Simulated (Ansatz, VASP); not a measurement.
**C in VASP and in Ansatz**

File INCAR:

```
SYSTEM = C
ALGO = Normal ; EDIFF = 1E-6
ENCUT = 520 ; GGA = PS
ISIF = 2 ; ISMEAR = 0
LASPH = .True. ; LCHARG = .False.
LREAL = .False. ; LWAVE = .False.
NBANDS = 21 ; NELM = 100
PREC = Accurate ; SIGMA = 0.05
```

The input KPOINTS:

```
k-points
0
Gamma
  15 15 3
  0 0 0
```

The input POSCAR:

```
C
1.0
   -2.4589102530      0.0000000000      0.0000000000
   -1.2294551265     -2.1294787447      0.0000000000
   -0.2049091877     -0.3549131241     10.7943044874
C
6
Direct
    0.6666666667      0.6388961774      0.1666229354
    1.0000000000     -0.1388816003      0.8332896020
    0.3333333333      0.2500072886      0.4999562687
    0.6666666667      0.5277760448      0.8333437313
    1.0000000000      0.9166649337      0.5000103980
    0.3333333333      0.3055538226      0.1666770646
```

Input for Ansatz:

```yaml
crystal:
  lattice:
    - [-2.458910253, 0.0, 0.0]
    - [-1.2294551265, -2.1294787447, 0.0]
    - [-0.2049091877, -0.3549131241, 10.7943044874]
  atoms:
    - { symbol: C, position: [0.6666666667, 0.6388961774, 0.1666229354] }
    - { symbol: C, position: [1.0, -0.1388816003, 0.833289602] }
    - { symbol: C, position: [0.3333333333, 0.2500072886, 0.4999562687] }
    - { symbol: C, position: [0.6666666667, 0.5277760448, 0.8333437313] }
    - { symbol: C, position: [1.0, 0.9166649337, 0.500010398] }
    - { symbol: C, position: [0.3333333333, 0.3055538226, 0.1666770646] }
basis:
  ecutwfc: 420
kpoints:
  mp_grid: { grid: [15, 15, 3] }
hamiltonian:
  xc: pbesol
scf:
  occupations: { method: gaussian, width: 0.05 }
output:
  forces: true
  stress: true
  eigenvalues: true
  write_density: true
  write_potential: true
  elf: true
  volumetric_format: npy
```

Alike in both runs: task single point; functional PBEsol; k mesh 15 × 15 × 3; occupations gaussian, width 0.05 eV; no spin polarisation.

```csv
,VASP,Ansatz
version,VASP 6.6.1,Ansatz 0.2.0
potentials or method,"VASP PAW PBE potentials, release 64 (C), cutoff 520 eV","scalar-relativistic, plane waves, PAW"
valence electrons in the cell,24,24
```

|  | VASP | Ansatz | Ansatz less VASP |
| --- | --- | --- | --- |
| gap on the k mesh at the Fermi level (eV) | 0.30 | 0.30 | 0.000 |
| least direct gap on the mesh (eV) | 0.30 | 0.30 | 0.000 |
| pressure (GPa) | 0.6 | 0.0 | -0.63 |
| traceless stress, the component that is largest in VASP (GPa) | -0.67 | 0.03 | +0.702 |

VASP's potentials were made for PBE, not for PBEsol.
